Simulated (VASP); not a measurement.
# BeTe in VASP: notebook

Runs on BeTe. Level: LDA. Tasks: single point, relaxation of cell and atoms.

Everything below comes from runs of VASP 6.6.1. Logs are shortened: lines on timing, memory, paths and dates and some standing lists are left out, and cuts for length are marked.

### Step 1. The cell of the first run

The structure is tetragonal, space group I-4m2 (No. 119). The conventional cell has a = 3.967 Å, b = 3.967 Å, c = 5.521 Å, α = 90.00°, β = 90.00°, γ = 90.00°. Be (site symmetry -4m2) has 4 Te at 2.42 Å within 3.2 Å. Te (site symmetry -4m2) has 4 Be at 2.42 Å within 3.2 Å.

### Step 2. Single point, LDA (in-plane strain +0.01)

Contents of INCAR:

```
SYSTEM = BeTe
ALGO     = Normal         ! electronic algorithm
EDIFF    = 1E-6           ! SCF threshold, eV
ENCUT    = 520            ! plane-wave cutoff, eV
ISIF     = 2              ! what is computed and relaxed
ISMEAR   = 0              ! smearing method
LASPH    = .TRUE.         ! aspherical terms in the spheres
LCHARG   = .FALSE.        ! write CHGCAR
LREAL    = .FALSE.        ! projectors in reciprocal space
LWAVE    = .FALSE.        ! write WAVECAR
NBANDS   = 11             ! bands
NELM     = 80             ! most SCF steps
PREC     = Accurate       ! precision mode
SIGMA    = 0.01           ! smearing width, eV
```

Contents of KPOINTS:

```
k-points
0
G
  8 8 8
  0 0 0
```

Contents of POSCAR:

```
BeTe
1.0
    2.8049972137      2.8049972137      0.0000000000
   -2.8049972137      2.8049972137      0.0000000000
    0.0000000000      2.8049972137      2.7605616143
Be Te
1 1
Direct
    0.0000000000      0.0000000000      0.0000000000
    0.7500000000      0.2500000000      0.5000000000
```

Potentials or basis: VASP PAW LDA potentials, release 64 (Be, Te).

Run with:

```bash
$ cat potpaw_LDA.64/Be/POTCAR potpaw_LDA.64/Te/POTCAR > POTCAR
$ mpirun -np 1 vasp_std > vasp.out
```

OUTCAR:

```text
SYSTEM = BeTe
   EDIFF = 1E-6
   ENCUT = 520
   ISIF = 2
   ISMEAR = 0
   LASPH = .TRUE.
   LREAL = .FALSE.
   NELM = 80
   PREC = Accurate

 ion  position               nearest neighbor table
   1  0.000  0.000  0.000-   2 2.42   2 2.42   2 2.42   2 2.42
   2  0.750  0.250  0.500-   1 2.42   1 2.42   1 2.42   1 2.42

  LATTYP: Found a body centered tetragonal cell.
 ALAT       =     3.9668651020
 C/A-ratio  =     1.3918101792

  Lattice vectors:

 A1 = (   2.8049972137,   0.0000000000,  -2.7605616143)
 A2 = (  -2.8049972137,   0.0000000000,  -2.7605616143)
 A3 = (   0.0000000000,   2.8049972137,   2.7605616143)

Analysis of symmetry for initial positions (statically):
=====================================================================
 Subroutine PRICEL returns:
 Original cell was already a primitive cell.

 Routine SETGRP: Setting up the symmetry group for a
 body centered tetragonal supercell.

 Subroutine GETGRP returns: Found  8 space group operations
 (whereof  8 operations were pure point group operations)
 out of a pool of 16 trial point group operations.

The static configuration has the point symmetry D_2d.

Analysis of symmetry for dynamics (positions and initial velocities):
=====================================================================
 Subroutine PRICEL returns:
 Original cell was already a primitive cell.

 Routine SETGRP: Setting up the symmetry group for a
 body centered tetragonal supercell.

 Subroutine GETGRP returns: Found  8 space group operations
 (whereof  8 operations were pure point group operations)
 out of a pool of 16 trial point group operations.

The dynamic configuration has the point symmetry D_2d.

 Subroutine INISYM returns: Found  8 space group operations
 (whereof  8 operations are pure point group operations),
 and found     1 'primitive' translations

----------------------------------------------------------------------------------------

                                     Primitive cell

  volume of cell :      43.4402

  direct lattice vectors                    reciprocal lattice vectors
     2.804997214  2.804997214  0.000000000     0.178253296  0.178253296 -0.181122565
    -2.804997214  2.804997214  0.000000000    -0.178253296  0.178253296 -0.181122565
     0.000000000  2.804997214  2.760561614     0.000000000  0.000000000  0.362245130

  length of vectors
     3.966865102  3.966865102  3.935569818     0.310409180  0.310409180  0.362245130

  position of ions in fractional coordinates (direct lattice)
     0.000000000  0.000000000  0.000000000
     0.750000000  0.250000000  0.500000000

  ion indices of the primitive-cell ions
   primitive index   ion index
                 1           1
                 2           2

----------------------------------------------------------------------------------------

 KPOINTS: k-points

Automatic generation of k-mesh.
 Grid dimensions read from file:
 generate k-points for:    8    8    8

 Generating k-lattice:

  Cartesian coordinates                     Fractional coordinates (reciprocal lattice)
     0.022281662  0.022281662 -0.022640321     0.125000000  0.000000000 -0.000000000
    -0.022281662  0.022281662 -0.022640321     0.000000000  0.125000000 -0.000000000
     0.000000000  0.000000000  0.045280641     0.000000000  0.000000000  0.125000000

  Length of vectors
     0.038801147  0.038801147  0.045280641

  Shift w.r.t. Gamma in fractional coordinates (k-lattice)
     0.000000000  0.000000000  0.000000000

 Subroutine IBZKPT returns following result:
 ===========================================

 Found     59 irreducible k-points:

 Following reciprocal coordinates:
            Coordinates               Weight
  0.000000  0.000000  0.000000      1.000000
  0.125000  0.000000  0.000000      8.000000
  0.250000  0.000000  0.000000      8.000000
  0.375000  0.000000  0.000000      8.000000
  0.500000  0.000000  0.000000      4.000000
  0.125000  0.125000  0.000000      8.000000
[... 16 lines left out ...]
  0.250000  0.000000  0.125000      4.000000
  0.375000  0.000000  0.125000      8.000000
 [... further k-points ...]
   k-points           NKPTS =     59   k-points in BZ     NKDIM =     59   number of bands    NBANDS=     11
   number of dos      NEDOS =    301   number of ions     NIONS =      2
   total plane-waves  NPLWV =  27000
   dimension x,y,z NGX =    30 NGY =   30 NGZ =   30
   dimension x,y,z NGXF=    60 NGYF=   60 NGZF=   60
   ions per type =               1   1
   NGX,Y,Z   is equivalent  to a cutoff of  12.57, 12.57, 12.67 a.u.
   NGXF,Y,Z  is equivalent  to a cutoff of  25.15, 25.15, 25.35 a.u.
 SYSTEM =  BeTe
   PREC   = accura    normal or accurate (medium, high low for compatibility)
   ISTART =      0    job   : 0-new  1-cont  2-samecut
   ICHARG =      2    charge: 1-file 2-atom 10-const
   ISPIN  =      1    spin polarized calculation?
   LNONCOLLINEAR =      F non collinear calculations
   LSORBIT =      F    spin-orbit coupling
   LASPH  =      T    aspherical Exc in radial PAW
   ENCUT  =  520.0 eV  38.22 Ry    6.18 a.u.   7.38  7.38  7.32*2*pi/ulx,y,z
   NELM   =     80;   NELMIN=  2; NELMDL= -5     # of ELM steps
   EDIFF  = 0.1E-05   stopping-criterion for ELM
   LREAL  =      F    real-space projection
   EDIFFG = 0.1E-04   stopping-criterion for IOM
   NSW    =      0    number of steps for IOM
   IBRION =     -1    ionic relax: 0-MD 1-quasi-New 2-CG
   NFREE  =      0    steps in history (QN), initial steepest desc. (CG)
   ISIF   =      2    stress and relaxation
   ISYM   =      2    0-nonsym 1-usesym 2-fastsym
   POTIM  = 0.5000    time-step for ionic-motion
   TEBEG  =    0.0;   TEEND  =   0.0 temperature during run
   PSTRESS=    0.0 pullay stress
   NELECT =       8.0000    total number of electrons
   NUPDOWN=      -1.0000    fix difference up-down
   EMIN   =  10.00;   EMAX   =-10.00  energy-range for DOS
   EFERMI =   0.00;   METHOD = LEGACY
   ISMEAR =     0;   SIGMA  =   0.01  broadening in eV -4-tet -1-fermi 0-gaus
   EFERMI_NEDOS =   21; number of points for ismear=-14 and -15
   IALGO  =     38    algorithm
   IMIX   =      4    mixing-type and parameters
     AMIX     =   0.40;   BMIX     =  1.00
     AMIX_MAG =   1.60;   BMIX_MAG =  1.00
  volume/ion in A,a.u.               =      21.72       146.57
  Fermi-wavevector in a.u.,A,eV,Ry     =   0.931410  1.760109 11.803379  0.867524
  Thomas-Fermi vector in A             =   2.057900
   LORBIT       =      0    0 simple, 1 ext, 2 COOP (PROOUT), +10 PAW based schemes
   GGA     = CA    functional components
   LHFCALC =     F    Hartree Fock is set to
   AEXX    =    0.0000 exact exchange contribution
   IVDW    =     0    specifies the selected vdW correction
   LEPSILON=     F    determine dielectric tensor
   LRPA    =     F    only Hartree local field effects (RPA)
 non-spin polarized calculation
 Gauss-broadening in eV      SIGMA  =   0.01
  energy-cutoff  :      520.00
  volume of cell :       43.44
 maximum number of plane-waves:      1211
 NGX is ok and might be reduce to    30
   NGX = 15   NGY = 15   NGZ = 15

 number of electron       7.9999999 magnetization

 Free energy of the ion-electron system (eV)
  ---------------------------------------------------
  ext. energy  EPLUGINS =         0.00000000
  ---------------------------------------------------
  free energy    TOTEN  =        -8.72448336 eV

  energy without entropy =       -8.72448336  energy(sigma->0) =       -8.72448336

 E-fermi :   5.3974     XC(G=0):  -9.3776

 val. band max:        5.3146179399   @ k =   0.0000   0.0000   0.0000
 cond. band min:       6.9885543379   @ k =   0.0000   0.0000   0.5000
 fundamental gap:      1.6739363980
 Fermi energy:         5.3973536917

 k-point     1 :       0.0000    0.0000    0.0000
  band No.  band energies     occupation
      1      -7.2450      2.00000
      2       5.2288      2.00000
      3       5.2288      2.00000
      4       5.3146      2.00000
      5       8.7986      0.00000
      6       8.8320      0.00000
      7       8.8320      0.00000
      8       9.1835      0.00000
      9      13.4777      0.00000
     10      15.3946      0.00000
     11      15.7013      0.00000

 k-point     2 :       0.1250    0.0000    0.0000
  band No.  band energies     occupation
      1      -7.0923      2.00000
      2       3.9028      2.00000
      3       4.9737      2.00000
      4       5.0476      2.00000
      5       8.7879      0.00000
      6       9.1697      0.00000
      7       9.1844      0.00000
      8      10.4636      0.00000
      9      13.8803      0.00000
     10      14.4480      0.00000
     11      14.6533      0.00000

 k-point     3 :       0.2500    0.0000    0.0000
  band No.  band energies     occupation
      1      -6.6697      2.00000
      2       1.8411      2.00000
      3       4.5023      2.00000
      4       4.6059      2.00000
      5       8.5904      0.00000
      6       9.6981      0.00000
      7       9.7313      0.00000
      8      12.3318      0.00000
      9      14.1553      0.00000
     10      14.2333      0.00000
     11      14.3662      0.00000

 k-point     4 :       0.3750    0.0000    0.0000
  band No.  band energies     occupation
      1      -6.1281      2.00000
      2       0.2068      2.00000
      3       4.1417      2.00000
      4       4.2696      2.00000
      5       8.4317      0.00000
      6       9.7921      0.00000
      7       9.8890      0.00000
      8      12.9643      0.00000
      9      15.0038      0.00000
     10      15.3447      0.00000
     11      15.3677      0.00000
[... 239 lines left out ...]
 k-point    22 :       0.0000    0.0000    0.1250
  band No.  band energies     occupation
      1      -7.0365      2.00000
      2       4.1918      2.00000
      3       4.5255      2.00000
      4       4.5255      2.00000
      5       8.3840      0.00000
      6       9.8216      0.00000
      7       9.8216      0.00000
      8      10.2100      0.00000
      9      13.4318      0.00000
     10      14.4326      0.00000
     11      15.6437      0.00000

 k-point    23 :       0.2500    0.0000    0.1250
  band No.  band energies     occupation
      1      -6.8523      2.00000
      2       2.9247      2.00000
      3       3.9626      2.00000
      4       4.9254      2.00000
      5       9.1711      0.00000
      6       9.2973      0.00000
      7       9.7576      0.00000
      8      11.3096      0.00000
      9      13.4595      0.00000
     10      14.2574      0.00000
     11      15.0695      0.00000

 k-point    24 :       0.3750    0.0000    0.1250
  band No.  band energies     occupation
      1      -6.3806      2.00000
      2       1.2933      2.00000
      3       3.3416      2.00000
      4       4.4529      2.00000
      5       9.0937      0.00000
      6       9.8424      0.00000
      7      10.2209      0.00000
      8      12.0877      0.00000
      9      13.5216      0.00000
     10      15.0201      0.00000
     11      16.2083      0.00000

 [... further k-points ...]
[... 5 lines left out ...]
  --------------------------------------------------------------------------------------
  -------------------------------------------------------------------------------------
  Total       -0.2482417     -0.2482417      0.0130048      0.0000000      0.0000000      0.0000000
  in kB       -9.1557307     -9.1557307      0.4796459      0.0000000      0.0000000      0.0000000
  external PRESSURE =      -5.9439385 kB  Pullay stress =       0.0000000 kB

 VOLUME and BASIS-vectors are now :
 -----------------------------------------------------------------------------
  energy-cutoff  :      520.00
  volume of cell :       43.44
      direct lattice vectors                 reciprocal lattice vectors
     2.804997214  2.804997214  0.000000000     0.178253296  0.178253296 -0.181122565
    -2.804997214  2.804997214  0.000000000    -0.178253296  0.178253296 -0.181122565
     0.000000000  2.804997214  2.760561614     0.000000000  0.000000000  0.362245130

 POSITION                                       TOTAL-FORCE (eV/Angst)
 -----------------------------------------------------------------------------------
      0.00000      0.00000      0.00000        -0.000000     -0.000000      0.000000
      1.40250      4.20750      1.38028         0.000000      0.000000      0.000000
 -----------------------------------------------------------------------------------
    total drift:                               -0.000000      0.000000      0.000000

  FREE ENERGIE OF THE ION-ELECTRON SYSTEM (eV)
  ---------------------------------------------------
  free  energy   TOTEN  =        -8.7244833596 eV

  energy  without entropy=       -8.7244833596  energy(sigma->0) =       -8.72448336
```

Run time: 18 s. Hardware: 1 thread of Intel Xeon Platinum 8259CL at 2.50GHz (Skylake/Cascade Lake), shared host; peak memory 0.17 GiB.

Results:

| Item | Value |
| --- | --- |
| Free energy | -8.7245 eV |
| Pressure | -0.6 GPa |
| Band gap on the k mesh | 1.67 eV, indirect (least direct gap 3.48 eV) |

Levels at points of the mesh, in eV from the valence-band top:
```csv
k point,band 1,band 2,band 3,band 4,band 5,band 6,band 7,band 8,band 9
"(0.00, 0.00, 0.00)",-12.56,-0.09,-0.09,0.00,3.48,3.52,3.52,3.87,8.16
"(0.50, 0.00, 0.00)",-11.16,-5.77,-1.30,-1.17,3.06,4.43,4.55,7.58,10.78
"(0.50, 0.50, 0.00)",-10.67,-5.32,-2.78,-2.75,1.78,2.60,9.66,9.73,11.42
"(0.00, 0.00, 0.50)",-10.60,-5.22,-2.88,-2.88,1.67,2.47,9.73,9.73,11.54
```

Caveat: the cell differs from its parent crystal (in-plane strain +0.01); spin-orbit coupling is left out, which moves the levels of the heavy elements. A k mesh can miss the band edges.

### Step 3. Single point, LDA

This run uses another cell than the first one, of 21.42 Å³/atom, 0.986 times its volume.

Contents of INCAR:

```
SYSTEM = BeTe
ALGO = Normal ; EDIFF = 1E-6
ENCUT = 520 ; GGA = CA
ISIF = 2 ; ISMEAR = -1
LASPH = .TRUE. ; LCHARG = .TRUE.
LELF = .TRUE. ; LREAL = .FALSE.
LVHAR = .TRUE. ; LWAVE = .FALSE.
NBANDS = 11 ; NELM = 60
PREC = Accurate ; SIGMA = 0.08
```

Contents of KPOINTS:

```
k-points
0
G
  12 12 12
  0 0 0
```

Contents of POSCAR:

```
BeTe
1.0
    2.7772249640      2.7772249640      0.0000000000
   -2.7772249640      2.7772249640      0.0000000000
    0.0000000000      2.7772249640      2.7772249640
Be Te
1 1
Direct
    0.0000000000      0.0000000000      0.0000000000
    0.7500000000      0.2500000000      0.5000000000
```

Potentials or basis: VASP PAW LDA potentials, release 64 (Be, Te).

Run with:

```bash
$ cat potpaw_LDA.64/Be/POTCAR potpaw_LDA.64/Te/POTCAR > POTCAR
$ mpirun -np 1 vasp_std > vasp.out
```

Wall time 24 s (1 thread of Intel Xeon Platinum 8259CL at 2.50GHz (Skylake/Cascade Lake), shared host); peak memory 0.17 GiB.

Results (log left out):

```
Free energy            : -8.7272 eV
Pressure               : 0.3 GPa
Band gap on the k mesh : 1.77 eV, indirect (least direct gap 3.55 eV)
```

Levels at points of the mesh, in eV from the valence-band top:
```csv
k point,band 1,band 2,band 3,band 4,band 5,band 6,band 7,band 8
"(0.00, 0.00, 0.00)",-12.60,0.00,0.00,0.00,3.55,3.55,3.55,4.03
"(0.50, 0.00, 0.00)",-11.16,-5.80,-1.20,-1.20,3.17,4.54,4.54,7.63
"(0.50, 0.50, 0.00)",-10.64,-5.30,-2.80,-2.80,1.77,2.59,9.86,9.86
```

Caveat: spin-orbit coupling is left out, which moves the levels of the heavy elements. A k mesh can miss the band edges.

(Continued in part 2 of 2.)
